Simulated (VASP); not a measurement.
**TiAl3 (pbe): single point with PBE**

Crystal: TiAl3 (pbe).

```
Ti Al
1.0
     3.97955    0.00000    0.00000
     0.00000    3.97955    0.00000
     0.00000    0.00000    3.97955
Ti Al
1 3
Cartesian
  0.0000 0.0000 0.0000
  1.9898 1.9898 0.0000
  1.9898 0.0000 1.9898
  0.0000 1.9898 1.9898
```

* Program: VASP 6.6.1
* Task: single point
* Functional: PBE
* Potentials or basis: VASP PAW PBE potentials, release 64 (Ti_sv, Al)
* Cutoff: 520 eV
* k mesh: 10 × 10 × 10
* Occupations: gaussian, width 0.1 eV
* Spin: no spin polarisation

The pressure is -0.1 GPa.

Levels at points of the mesh, in eV from the Fermi level:
```
           k point  band 6  band 7  band 8  band 9  band 10  band 11  band 12  band 13  band 14  band 15
(0.00, 0.00, 0.00)   -3.09   -3.09   -2.19   -2.19    -2.19     0.13     0.13     0.13     0.71     3.93
(0.50, 0.00, 0.00)   -7.96   -2.26   -2.26   -2.16     0.36     0.69     0.69     0.91     1.00     1.20
(0.50, 0.50, 0.00)   -6.14   -6.14   -5.02   -1.27    -1.27     0.59     0.85     1.06     1.11     3.48
(0.50, 0.50, 0.50)   -5.15   -5.15   -4.95   -3.51    -3.51    -3.51     0.15     1.17     1.17     2.67
```

Wall time 110 s on 1 thread of AMD EPYC 7R43 64-Core Processor (Zen 3), on a shared host, peak memory 0.16 GiB.
